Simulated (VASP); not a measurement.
The system is Sb.

```
CELL_PARAMETERS angstrom
2.15420 1.24373 3.75800
-2.15420 1.24373 3.75800
0.00000 -2.48746 3.75800
ATOMIC_POSITIONS crystal
Sb 0.76651 0.76651 0.76651
Sb 0.23349 0.23349 0.23349
```

| Property | Result |
| --- | --- |
| Program | VASP 6.6.1 |
| Task | relaxation of the atoms |
| Functional | PBE |
| Potentials or basis | VASP PAW PBE potentials, release 64 (Sb) |
| Cutoff | 520 eV |
| k mesh | 8 × 8 × 8 |
| Occupations | fermi-dirac, width 0.05 eV |
| Spin | no spin polarisation |

At the start: pressure 2.8 GPa; volume 30.21 Å³/atom.

Q: How do energy, volume and symmetry change on relaxing?

A: Over 3 steps the energy falls by 2.0 meV/atom at a fixed cell; space group R-3m (No. 166, to 0.1 Å) before and after.

Step by step:
```csv
step,energy change (eV),largest force (eV/Å),pressure (GPa)
1,0.0000,0.2011,2.77
2,-0.0029,0.1036,2.49
3,-0.0040,0.0117,2.14
```

Final structure:
```
CELL_PARAMETERS angstrom
2.15420 1.24373 3.75800
-2.15420 1.24373 3.75800
0.00000 -2.48746 3.75800
ATOMIC_POSITIONS crystal
Sb 0.76453 0.76453 0.76453
Sb 0.23547 0.23547 0.23547
```
